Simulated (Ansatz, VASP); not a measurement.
## Mo: VASP beside Ansatz

```
Mo
1.0
     4.47010    0.00000    0.00000
    -2.23505    3.87122    0.00000
     0.00000    0.00000   19.64980
Mo
5
Direct
  0.83333 0.16667 0.42053
  0.16667 0.83333 0.45717
  0.50000 0.50000 0.50000
  0.83333 0.16667 0.54283
  0.16667 0.83333 0.57947
```

Alike in both runs: task single point; functional PBE; k mesh 10 × 10 × 1; occupations fermi-dirac, width 0.1 eV; no spin polarisation.

|  | VASP | Ansatz |
| --- | --- | --- |
| version | VASP 6.6.1 | Ansatz 0.2.0 |
| potentials or method | VASP PAW PBE potentials, release 64 (Mo_sv) | PAW with Ansatz's default frozen-core files, scalar-relativistic |
| plane-wave cutoff (eV) | 520 | 420 |
| valence electrons in the cell | 70 | 70 |

|  | VASP | Ansatz | Ansatz less VASP |
| --- | --- | --- | --- |
| rms of the force components (eV/Å) | 0.034 | 0.000 | -0.0335 |

Atom by atom the forces differ by 0.034 eV/Å (rms over components).
